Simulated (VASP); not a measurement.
# WSe2: single point with PBEsol

The system is WSe2.

```xyz
6
Lattice="3.2900 0.0000 0.0000 -1.6450 2.8492 0.0000 0.0000 0.0000 13.2294" Properties=species:S:1:pos:R:3 pbc="T T T"
W     0.0000    1.8995    3.3074
W     1.6450    0.9497    9.9221
Se    0.0000    1.8995    8.2155
Se    1.6450    0.9497    1.6008
Se    0.0000    1.8995   11.6286
Se    1.6450    0.9497    5.0139
```

This cell differs from its parent crystal: zz strain of +2 %.

```
Program             : VASP 6.6.1
Task                : single point
Functional          : PBEsol
Potentials or basis : VASP PAW PBE potentials, release 64 (W_sv, Se)
Cutoff              : 520 eV
k mesh              : 11 × 11 × 3
Occupations         : fermi-dirac, width 0.08 eV
Spin                : no spin polarisation
```

```
Pressure               : -3.8 GPa
Largest force          : 0.612 eV/Å
Band gap on the k mesh : 0.98 eV, indirect (least direct gap 1.78 eV)
```

Forces in eV/Å, atoms in the order of the input:
```
W    0.000  0.000  0.000
W    0.000  0.000  0.000
Se   0.000  0.000  0.612
Se   0.000  0.000  0.612
Se   0.000  0.000 -0.612
Se   0.000  0.000 -0.612
```

Stress tensor (GPa, compression positive):
```
-3.06  0.00  0.00
 0.00 -3.06  0.00
 0.00  0.00 -5.28
```

Levels at points of the mesh, in eV from the valence-band top:
```tsv
k point	band 23	band 24	band 25	band 26	band 27	band 28	band 29	band 30
(0.00, 0.00, 0.00)	-1.23	-1.10	-1.07	0.00	2.76	2.76	2.81	2.81
```

It took 57 s on 1 thread of Intel(R) Xeon(R) 6975P-C (Granite Rapids) (shared host), peak memory 0.29 GiB.

Caveat: the cell differs from its parent crystal (zz strain of +2 %); the PAW data sets were made with another functional, which shifts forces and pressure a little; spin-orbit coupling is left out, which moves the levels of the heavy elements; this functional lacks dispersion, which binds the layers, so the pressure and a relaxed spacing across them are unreliable. A k mesh can miss the band edges.
